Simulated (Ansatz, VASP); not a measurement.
# Two plane-wave programs on Ba3S4

```
Ba S
1.0
     6.52800    0.00000    0.00000
     0.00000    6.52800    0.00000
     0.00000    0.00000    6.52800
Ba S
3 4
Direct
  0.50000 0.00000 0.00000
  0.00000 0.50000 0.00000
  0.00000 0.00000 0.50000
  0.00000 0.50000 0.50000
  0.50000 0.00000 0.50000
  0.50000 0.50000 0.00000
  0.00000 0.00000 0.00000
```

Change from the starting cell: ordered vacancies on the cation sites of rock salt (Pm-3m, No. 221).

Alike in both runs: task relaxation of cell and atoms; functional PBE; k mesh 6 × 6 × 6; occupations gaussian, width 0.1 eV; no spin polarisation.

|  | VASP | Ansatz |
| --- | --- | --- |
| version | VASP 6.6.1 | Ansatz 0.2.0 |
| potentials or method | VASP PAW PBE potentials, release 64 (Ba_sv, S), cutoff 600 eV | scalar-relativistic, plane waves, PAW |
| valence electrons in the cell | 54 | 54 |

```tsv
	VASP	Ansatz	Ansatz less VASP
gap on the k mesh at the Fermi level, each at its own relaxed structure (eV)	none	none	-
relaxed volume (Å³/atom)	37.45	36.90	-0.544
relaxed cell length with the largest relative difference (Å)	6.400	6.369	-0.0312
```

A gap of «none» marks a metal or a gap that the smearing closes.

Neither program's run includes spin-orbit coupling.
